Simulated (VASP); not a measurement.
A run of VASP 6.6.1 is set up as follows.

INCAR

```
  PREC = Accurate
  ENCUT = 520
  EDIFF = 1E-6
  ISMEAR = -1
  SIGMA = 0.05
  LREAL = F
  LASPH = T
  NELM = 150
  ALGO = Normal
  ISIF = 2
  LWAVE = F
  LCHARG = F
  LMAXMIX = 4
  LDAU = T
  LDAUTYPE = 2
  LDAUL = 2 -1
  LDAUU = 4 0
  LDAUJ = 0 0
  LDAUPRINT = 1
  NBANDS = 14
```

KPOINTS

```
Automatic mesh
0
Gamma
  10 10 10
```

POSCAR

```
ZrB
1.0
    0.0000000000      2.4419459094      2.4419459094
    2.4419459094      0.0000000000      2.4419459094
    2.4419459094      2.4419459094      0.0000000000
Zr B
1 1
Direct
    0.0000000000      0.0000000000      0.0000000000
    0.5000000000      0.5000000000      0.5000000000
```

Potentials or basis: VASP PAW LDA potentials, release 64 (Zr_sv, B).

The run is started by

```sh
$ cat potpaw_LDA.64/Zr_sv/POTCAR potpaw_LDA.64/B/POTCAR > POTCAR
$ mpirun -np 1 vasp_std > vasp.out
```

**Question.** Predict the pressure.

**Answer.** 3.8 GPa.

Eigenvalues of the final occupation matrices:
```
    site  spin  trace               eigenvalues
site 1 d     1   0.76  0.10 0.10 0.10 0.22 0.22
site 1 d     2   0.76  0.10 0.10 0.10 0.22 0.22
```

Caveat: U without spin polarisation on a metal has little footing; the U is typed as a test and isn't derived for this compound.
